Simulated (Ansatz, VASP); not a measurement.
**Two plane-wave programs on LaMn3**

```xyz
4
Lattice="4.1647 0.0000 0.0000 0.0000 4.1647 0.0000 0.0000 0.0000 4.1647" Properties=species:S:1:pos:R:3 pbc="T T T"
La    0.0000    0.0000    0.0000
Mn    0.0000    2.0824    2.0824
Mn    2.0824    2.0824    0.0000
Mn    2.0824    0.0000    2.0824
```

Alike in both runs: task single point; functional PBE; k mesh 8 × 8 × 8; occupations gaussian, width 0.05 eV; collinear spin.

|  | VASP | Ansatz |
| --- | --- | --- |
| version | VASP 6.6.1 | Ansatz 0.2.0 |
| potentials or method | VASP PAW PBE potentials, release 64 (La, Mn_pv), cutoff 520 eV | scalar-relativistic, plane waves, PAW |
| valence electrons in the cell | 50 | 56 |

Ansatz gave:

- gap on the k mesh at the Fermi level (eV): none
- pressure (GPa): 0.0
- net moment per atom (μB): 2.37
- size of the moment on the site where the two differ most (μB): 0.15

Task: Which values does VASP return?

Result: gap on the k mesh at the Fermi level (eV): none; pressure (GPa): 0.1; net moment per atom (μB): 2.36; size of the moment on the site where the two differ most (μB): 0.23.

Site moments also hang on the region over which each program counts them. A gap of «none» marks a metal or a gap that the smearing closes. VASP's potentials hold 50 valence electrons a cell and Ansatz's 56, so a difference there can come from the potentials and not from the codes.

Neither program's run includes spin-orbit coupling.
